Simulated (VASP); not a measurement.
# TiO2 (I4_1/amd) in VASP: further runs

The runs below take TiO2 through single point, with PBE+U.

All numbers are computed with VASP 6.6.1; they aren't measurements. Logs are shortened: lines on timing, memory, paths and dates and some standing lists are left out, and cuts for length are marked.

### 1 The cell of the first run

Symmetry: I4_1/amd, No. 141, tetragonal system. Conventional cell: a = 3.736 Å, b = 3.736 Å, c = 10.210 Å, α = 90.00°, β = 90.00°, γ = 90.00°. Within 2.5 Å of Ti (site symmetry -4m2) lie 6 O at 1.91 to 2.15 Å. O (site symmetry 2mm) has 3 Ti at 1.91 to 2.15 Å and 2 O at 2.55 Å within 2.6 Å.

### 2 Single point, PBE+U

The input, INCAR:

```
SYSTEM = TiO2
  PREC = Accurate
  ENCUT = 520
  EDIFF = 1E-6
  ISMEAR = 0
  SIGMA = 0.05
  LREAL = .FALSE.
  LASPH = .TRUE.
  NELM = 150
  ALGO = Normal
  ISIF = 2
  LWAVE = .FALSE.
  LCHARG = .FALSE.
  LMAXMIX = 4
  LDAU = .TRUE.
  LDAUTYPE = 2
  LDAUL = 2 -1
  LDAUU = 4 0
  LDAUJ = 0 0
  LDAUPRINT = 1
  GGA = PE
  NBANDS = 33
```

The input, KPOINTS:

```
regular mesh
0
G
  8 8 8
  0 0 0
```

The input, POSCAR:

```
TiO2
1.0
   -1.8680206176      1.8680206176      5.1049267437
    1.8680206176     -1.8680206176      5.1049267437
    1.8680206176      1.8680206176     -5.1049267437
Ti O
2 4
Direct
    0.0000000000      0.0000000000      0.0000000000
    0.7500000000      0.2500000000      0.5000000000
    0.2103403591      0.2103403591      0.0000000000
    0.9603403591      0.4603403591      0.5000000000
    0.5396596409      0.0396596409      0.5000000000
    0.7896596409      0.7896596409      0.0000000000
```

Potentials or basis: VASP PAW PBE potentials, release 64 (Ti_sv, O).

Command:

```
$ cat potpaw_PBE.64/Ti_sv/POTCAR potpaw_PBE.64/O/POTCAR > POTCAR
$ mpirun -np 1 vasp_std > vasp.out
```

OUTCAR:

```text
SYSTEM = TiO2
   PREC = Accurate
   ENCUT = 520
   EDIFF = 1E-6
   ISMEAR = 0
   LREAL = .FALSE.
   LASPH = .TRUE.
   NELM = 150
   ISIF = 2
   GGA = PE

 ion  position               nearest neighbor table
   1  0.000  0.000  0.000-   5 1.91   4 1.91   5 1.91   4 1.91   3 2.15   6 2.15
   2  0.750  0.250  0.500-   6 1.91   3 1.91   6 1.91   3 1.91   4 2.15   5 2.15
   3  0.210  0.210  0.000-   2 1.91   2 1.91   1 2.15
   4  0.960  0.460  0.500-   1 1.91   1 1.91   2 2.15
   5  0.540  0.040  0.500-   1 1.91   1 1.91   2 2.15
   6  0.790  0.790  0.000-   2 1.91   2 1.91   1 2.15

  LATTYP: Found a body centered tetragonal cell.
 ALAT       =     3.7360412352
 C/A-ratio  =     2.7328000000

  Lattice vectors:

 A1 = (  -1.8680206176,   1.8680206176,   5.1049267437)
 A2 = (   1.8680206176,  -1.8680206176,   5.1049267437)
 A3 = (   1.8680206176,   1.8680206176,  -5.1049267437)

Analysis of symmetry for initial positions (statically):
=====================================================================
 Subroutine PRICEL returns:
 Original cell was already a primitive cell.

 Routine SETGRP: Setting up the symmetry group for a
 body centered tetragonal supercell.

 Subroutine GETGRP returns: Found 16 space group operations
 (whereof  8 operations were pure point group operations)
 out of a pool of 16 trial point group operations.

The static configuration has the point symmetry D_2d.
 The point group associated with its full space group is D_4h.

Analysis of symmetry for dynamics (positions and initial velocities):
=====================================================================
 Subroutine PRICEL returns:
 Original cell was already a primitive cell.

 Routine SETGRP: Setting up the symmetry group for a
 body centered tetragonal supercell.

 Subroutine GETGRP returns: Found 16 space group operations
 (whereof  8 operations were pure point group operations)
 out of a pool of 16 trial point group operations.

The dynamic configuration has the point symmetry D_2d.
 The point group associated with its full space group is D_4h.

 Subroutine INISYM returns: Found 16 space group operations
 (whereof  8 operations are pure point group operations),
 and found     1 'primitive' translations

----------------------------------------------------------------------------------------

                                     Primitive cell

  volume of cell :      71.2546

  direct lattice vectors                    reciprocal lattice vectors
    -1.868020618  1.868020618  5.104926744     0.000000000  0.267662999  0.097944598
     1.868020618 -1.868020618  5.104926744     0.267662999  0.000000000  0.097944598
     1.868020618  1.868020618 -5.104926744     0.267662999  0.267662999  0.000000000

  length of vectors
     5.747980438  5.747980438  5.747980438     0.285020394  0.285020394  0.378532643

  position of ions in fractional coordinates (direct lattice)
     0.000000000  0.000000000  0.000000000
     0.750000000  0.250000000  0.500000000
     0.210340359  0.210340359  0.000000000
     0.960340359  0.460340359  0.500000000
     0.539659641  0.039659641  0.500000000
     0.789659641  0.789659641  0.000000000

  ion indices of the primitive-cell ions
   primitive index   ion index
                 1           1
                 2           2
                 3           3
                 4           4
                 5           5
                 6           6

----------------------------------------------------------------------------------------

[... 102 lines left out ...]
   LEPSILON=     F    determine dielectric tensor
   LRPA    =     F    only Hartree local field effects (RPA)
 non-spin polarized calculation
 Gauss-broadening in eV      SIGMA  =   0.05
  energy-cutoff  :      520.00
  volume of cell :       71.25
 maximum number of plane-waves:      1934
 NGX is ok and might be reduce to    48
   NGX = 21   NGY = 21   NGZ = 21

atom =   1  type =  1  l = 2

 onsite density matrix

spin component  1

  0.1216  0.0000  0.0000  0.0000  0.0000
  0.0000  0.1018 -0.0000  0.0000 -0.0000
  0.0000 -0.0000  0.2058  0.0000  0.0000
  0.0000  0.0000  0.0000  0.1018  0.0000
  0.0000 -0.0000  0.0000  0.0000  0.2715

spin component  2

  0.1216  0.0000  0.0000  0.0000  0.0000
  0.0000  0.1018 -0.0000  0.0000 -0.0000
  0.0000 -0.0000  0.2058  0.0000  0.0000
  0.0000  0.0000  0.0000  0.1018  0.0000
  0.0000 -0.0000  0.0000  0.0000  0.2715

 occupancies and eigenvectors

  o =  0.1018  v =  0.0000 -0.3337 -0.0000 -0.9427 -0.0000  0.0000  0.0000  0.0000  0.0000  0.0000      0.0000  0.0000  0.0000  0.0000  0.0000  0.0000  0.0000  0.0000  0.0000  0.0000
  o =  0.1018  v =  0.0000  0.0000  0.0000  0.0000  0.0000  0.0000 -0.3337 -0.0000 -0.9427 -0.0000      0.0000  0.0000  0.0000  0.0000  0.0000  0.0000  0.0000  0.0000  0.0000  0.0000
  o =  0.1018  v =  0.0000 -0.9427  0.0000  0.3337 -0.0000  0.0000  0.0000  0.0000  0.0000  0.0000      0.0000  0.0000  0.0000  0.0000  0.0000  0.0000  0.0000  0.0000  0.0000  0.0000
  o =  0.1018  v =  0.0000  0.0000  0.0000  0.0000  0.0000  0.0000 -0.9427  0.0000  0.3337 -0.0000      0.0000  0.0000  0.0000  0.0000  0.0000  0.0000  0.0000  0.0000  0.0000  0.0000
  o =  0.1216  v =  0.0000  0.0000  0.0000  0.0000  0.0000  1.0000  0.0000  0.0000  0.0000  0.0000      0.0000  0.0000  0.0000  0.0000  0.0000  0.0000  0.0000  0.0000  0.0000  0.0000
  o =  0.1216  v =  1.0000  0.0000  0.0000  0.0000  0.0000  0.0000  0.0000  0.0000  0.0000  0.0000      0.0000  0.0000  0.0000  0.0000  0.0000  0.0000  0.0000  0.0000  0.0000  0.0000
  o =  0.2058  v =  0.0000  0.0000  1.0000 -0.0000 -0.0000  0.0000  0.0000  0.0000  0.0000  0.0000      0.0000  0.0000  0.0000  0.0000  0.0000  0.0000  0.0000  0.0000  0.0000  0.0000
  o =  0.2058  v =  0.0000  0.0000  0.0000  0.0000  0.0000  0.0000  0.0000  1.0000 -0.0000 -0.0000      0.0000  0.0000  0.0000  0.0000  0.0000  0.0000  0.0000  0.0000  0.0000  0.0000
  o =  0.2715  v =  0.0000  0.0000  0.0000  0.0000  0.0000  0.0000 -0.0000  0.0000 -0.0000  1.0000      0.0000  0.0000  0.0000  0.0000  0.0000  0.0000  0.0000  0.0000  0.0000  0.0000
  o =  0.2715  v =  0.0000 -0.0000  0.0000 -0.0000  1.0000  0.0000  0.0000  0.0000  0.0000  0.0000      0.0000  0.0000  0.0000  0.0000  0.0000  0.0000  0.0000  0.0000  0.0000  0.0000

atom =   2  type =  1  l = 2

 onsite density matrix

spin component  1

  0.1216  0.0000  0.0000  0.0000 -0.0000
  0.0000  0.1018 -0.0000  0.0000 -0.0000
  0.0000 -0.0000  0.2058  0.0000 -0.0000
  0.0000  0.0000  0.0000  0.1018  0.0000
 -0.0000 -0.0000 -0.0000  0.0000  0.2715

spin component  2

  0.1216  0.0000  0.0000  0.0000 -0.0000
  0.0000  0.1018 -0.0000  0.0000 -0.0000
  0.0000 -0.0000  0.2058  0.0000 -0.0000
  0.0000  0.0000  0.0000  0.1018  0.0000
 -0.0000 -0.0000 -0.0000  0.0000  0.2715

 occupancies and eigenvectors

  o =  0.1018  v =  0.0000  0.5407  0.0000 -0.8412  0.0000  0.0000  0.0000  0.0000  0.0000  0.0000      0.0000  0.0000  0.0000  0.0000  0.0000  0.0000  0.0000  0.0000  0.0000  0.0000
  o =  0.1018  v =  0.0000  0.0000  0.0000  0.0000  0.0000  0.0000  0.5407  0.0000 -0.8412  0.0000      0.0000  0.0000  0.0000  0.0000  0.0000  0.0000  0.0000  0.0000  0.0000  0.0000
  o =  0.1018  v =  0.0000  0.8412  0.0000  0.5407  0.0000  0.0000  0.0000  0.0000  0.0000  0.0000      0.0000  0.0000  0.0000  0.0000  0.0000  0.0000  0.0000  0.0000  0.0000  0.0000
  o =  0.1018  v =  0.0000  0.0000  0.0000  0.0000  0.0000  0.0000  0.8412  0.0000  0.5407  0.0000      0.0000  0.0000  0.0000  0.0000  0.0000  0.0000  0.0000  0.0000  0.0000  0.0000
  o =  0.1216  v =  0.0000  0.0000  0.0000  0.0000  0.0000  1.0000  0.0000  0.0000  0.0000  0.0000      0.0000  0.0000  0.0000  0.0000  0.0000  0.0000  0.0000  0.0000  0.0000  0.0000
  o =  0.1216  v =  1.0000  0.0000  0.0000  0.0000  0.0000  0.0000  0.0000  0.0000  0.0000  0.0000      0.0000  0.0000  0.0000  0.0000  0.0000  0.0000  0.0000  0.0000  0.0000  0.0000
  o =  0.2058  v =  0.0000 -0.0000  1.0000 -0.0000 -0.0000  0.0000  0.0000  0.0000  0.0000  0.0000      0.0000  0.0000  0.0000  0.0000  0.0000  0.0000  0.0000  0.0000  0.0000  0.0000
  o =  0.2058  v =  0.0000  0.0000  0.0000  0.0000  0.0000  0.0000 -0.0000  1.0000 -0.0000 -0.0000      0.0000  0.0000  0.0000  0.0000  0.0000  0.0000  0.0000  0.0000  0.0000  0.0000
  o =  0.2715  v =  0.0000 -0.0000  0.0000 -0.0000  1.0000  0.0000  0.0000  0.0000  0.0000  0.0000      0.0000  0.0000  0.0000  0.0000  0.0000  0.0000  0.0000  0.0000  0.0000  0.0000
  o =  0.2715  v =  0.0000  0.0000  0.0000  0.0000  0.0000  0.0000 -0.0000  0.0000 -0.0000  1.0000      0.0000  0.0000  0.0000  0.0000  0.0000  0.0000  0.0000  0.0000  0.0000  0.0000

 number of electron      48.0000000 magnetization

 Free energy of the ion-electron system (eV)
  ---------------------------------------------------
  ext. energy  EPLUGINS =         0.00000000
  ---------------------------------------------------
  free energy    TOTEN  =       -48.16979163 eV

  energy without entropy =      -48.16979163  energy(sigma->0) =      -48.16979163

 E-fermi :   3.7326     XC(G=0): -10.5367

 val. band max:        3.4109861556   @ k =  -0.3750   0.3750   0.0000
 cond. band min:       5.9660089261   @ k =   0.0000   0.0000   0.0000
 fundamental gap:      2.5550227706
 Fermi energy:         3.7326407080

 k-point     1 :       0.0000    0.0000    0.0000
  band No.  band energies     occupation
      1     -54.2728      2.00000
      2     -54.2394      2.00000
      3     -30.6171      2.00000
      4     -30.4139      2.00000
      5     -30.4139      2.00000
      6     -30.3757      2.00000
[... 853 lines left out ...]
     32       9.0671      0.00000
     33      10.3630      0.00000

 [... further k-points ...]
[... 5 lines left out ...]
  --------------------------------------------------------------------------------------
  -------------------------------------------------------------------------------------
  Total        5.1755591      5.1755591     -4.3096998      0.0000000      0.0000000      0.0000000
  in kB      116.3737467    116.3737467    -96.9046828      0.0000000      0.0000000      0.0000000
  external PRESSURE =      45.2809368 kB  Pullay stress =       0.0000000 kB

 VOLUME and BASIS-vectors are now :
 -----------------------------------------------------------------------------
  energy-cutoff  :      520.00
  volume of cell :       71.25
      direct lattice vectors                 reciprocal lattice vectors
    -1.868020618  1.868020618  5.104926744     0.000000000  0.267662999  0.097944598
     1.868020618 -1.868020618  5.104926744     0.267662999  0.000000000  0.097944598
     1.868020618  1.868020618 -5.104926744     0.267662999  0.267662999  0.000000000

 POSITION                                       TOTAL-FORCE (eV/Angst)
 -----------------------------------------------------------------------------------
      0.00000      0.00000      0.00000         0.000000      0.000000      0.000000
      0.00000      1.86802      2.55246         0.000000      0.000000      0.000000
      0.00000      0.00000      2.14754        -0.000000     -0.000000     -1.074279
      0.00000      1.86802      4.70001        -0.000000     -0.000000     -1.074279
      0.00000      1.86802      0.40492         0.000000      0.000000      1.074279
      0.00000      0.00000      8.06231         0.000000      0.000000      1.074279
 -----------------------------------------------------------------------------------
    total drift:                                0.000000     -0.000000      0.000000

  FREE ENERGIE OF THE ION-ELECTRON SYSTEM (eV)
  ---------------------------------------------------
  free  energy   TOTEN  =       -48.1697916285 eV

  energy  without entropy=      -48.1697916285  energy(sigma->0) =      -48.16979163
```

It took 8.3 min on 1 thread of Intel Xeon 8259CL, shared host; peak memory 0.38 GiB.

What came out:

```yaml
Free_energy: -48.1698 eV
Pressure: 4.5 GPa
Largest_force: 1.074 eV/Å
Band_gap_on_the_k_mesh: 2.56 eV (least direct gap 3.03 eV)
```

Forces in eV/Å, atoms in the order of the input:
```
Ti   0.000  0.000  0.000
Ti   0.000  0.000  0.000
O    0.000  0.000 -1.074
O    0.000  0.000 -1.074
O    0.000  0.000  1.074
O    0.000  0.000  1.074
```

Stress tensor (GPa, compression positive):
```
11.64  0.00  0.00
 0.00 11.64  0.00
 0.00  0.00 -9.69
```

Eigenvalues of the final occupation matrices:
| site | spin | trace | eigenvalues |
| --- | --- | --- | --- |
| site 1 d | 1 | 0.80 | 0.10 0.10 0.12 0.21 0.27 |
| site 1 d | 2 | 0.80 | 0.10 0.10 0.12 0.21 0.27 |
| site 2 d | 1 | 0.80 | 0.10 0.10 0.12 0.21 0.27 |
| site 2 d | 2 | 0.80 | 0.10 0.10 0.12 0.21 0.27 |

Caveat: the cell stands under pressure; forces of over 1 eV/Å act on the atoms, so gaps and moduli don't describe the material at rest. A k mesh can miss the band edges.

(Part 1 of 2 ends here.)
